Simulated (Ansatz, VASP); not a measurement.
**One calculation of Sc2B5F, two programs**

INCAR

```
SYSTEM = Sc2B5F
PREC = Accurate
ENCUT = 520
EDIFF = 1E-7
ISMEAR = 0
SIGMA = 0.1
LREAL = .FALSE.
LASPH = .TRUE.
NELM = 80
ALGO = Normal
ISIF = 2
LWAVE = .FALSE.
LCHARG = .FALSE.
GGA = PE
NBANDS = 32
```

File KPOINTS:

```
regular mesh
0
G
  6 6 4
  0 0 0
```

Contents of POSCAR:

```
Sc2B5F
1.0
    4.1193570500      0.0000000000      0.0000000000
   -2.0596785200      3.5674678500      0.0000000000
    0.0000000000      0.0000000000      7.2258680700
Sc B F
2 5 1
Direct
    0.6666666700      0.3333333300      0.0000000000
    0.0000000000      0.0000000000      0.5000000000
    0.0000000000      0.0000000000      0.7792270900
    0.0000000000      0.0000000000      0.2207729100
    0.2334985800      0.7665014200      0.0000000000
    0.2334985800      0.4669971500      0.0000000000
    0.5330028500      0.7665014200      0.0000000000
    0.3333333300      0.6666666700      0.5000000000
```

Input for Ansatz:

```yaml
crystal:
  lattice:
    - [4.11935705, 0.0, 0.0]
    - [-2.05967852, 3.56746785, 0.0]
    - [0.0, 0.0, 7.22586807]
  atoms:
    - { symbol: Sc, position: [0.66666667, 0.33333333, 0.0] }
    - { symbol: Sc, position: [0.0, 0.0, 0.5] }
    - { symbol: B, position: [0.0, 0.0, 0.77922709] }
    - { symbol: B, position: [0.0, 0.0, 0.22077291] }
    - { symbol: B, position: [0.23349858, 0.76650142, 0.0] }
    - { symbol: B, position: [0.23349858, 0.46699715, 0.0] }
    - { symbol: B, position: [0.53300285, 0.76650142, 0.0] }
    - { symbol: F, position: [0.33333333, 0.66666667, 0.5] }
basis:
  ecutwfc: 420
kpoints:
  mp_grid: { grid: [6, 6, 4] }
hamiltonian:
  xc: pbe
scf:
  occupations: { method: gaussian, width: 0.1 }
  lower_state_search: "off"
output:
  forces: true
  stress: true
  eigenvalues: true
```

Alike in both runs: task single point; functional PBE; k mesh 6 × 6 × 4; occupations gaussian, width 0.1 eV; no spin polarisation.

```csv
,VASP,Ansatz
version,VASP 6.6.1,Ansatz 0.2.0
potentials or method,"VASP PAW PBE potentials, release 64 (Sc_sv, B, F), cutoff 520 eV","scalar-relativistic, plane waves, PAW"
valence electrons in the cell,44,44
```

|  | VASP | Ansatz | Ansatz less VASP |
| --- | --- | --- | --- |
| gap on the k mesh at the Fermi level (eV) | none | none | - |
| rms of the force components (eV/Å) | 10.517 | 10.326 | -0.1913 |

Atom by atom the forces differ by 0.194 eV/Å (rms over components). A gap of «none» marks a metal or a gap that the smearing closes.
